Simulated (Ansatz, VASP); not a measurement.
## Two plane-wave programs on AlN

```
CELL_PARAMETERS angstrom
4.40252 0.00000 0.00000
0.00000 -4.40252 0.00000
0.00000 0.00000 -4.40252
ATOMIC_POSITIONS crystal
Al 0.93929 0.14310 0.93929
Al 0.50000 0.50000 0.00000
Al 0.50000 0.00000 0.50000
Al 0.00000 0.50000 0.50000
N 0.75000 0.75000 0.75000
N 0.25000 0.25000 0.75000
N 0.25000 0.75000 0.25000
N 0.75000 0.25000 0.25000
```

Alike in both runs: task single point; functional PBE; k mesh 6 × 6 × 6; occupations gaussian, width 0.05 eV; no spin polarisation.

|  | VASP | Ansatz |
| --- | --- | --- |
| version | VASP 6.6.1 | Ansatz 0.2.0 |
| potentials or method | VASP PAW PBE potentials, release 64 (Al, N), cutoff 520 eV | scalar-relativistic, plane waves, PAW |
| valence electrons in the cell | 32 | 32 |

VASP gave:

* gap on the k mesh at the Fermi level (eV): none
* pressure (GPa): 9.6
* traceless stress, the component that is largest in VASP (GPa): -11.97
* rms of the force components (eV/Å): 2.328

Task: Which values does Ansatz return?

Result: gap on the k mesh at the Fermi level (eV): none; pressure (GPa): 9.7; traceless stress, the component that is largest in VASP (GPa): -11.92; rms of the force components (eV/Å): 2.319.

Atom by atom the forces differ by 0.019 eV/Å (rms over components). A gap of «none» marks a metal or a gap that the smearing closes. With one functional, cell and mesh, what is left measures potentials, basis and numerics.
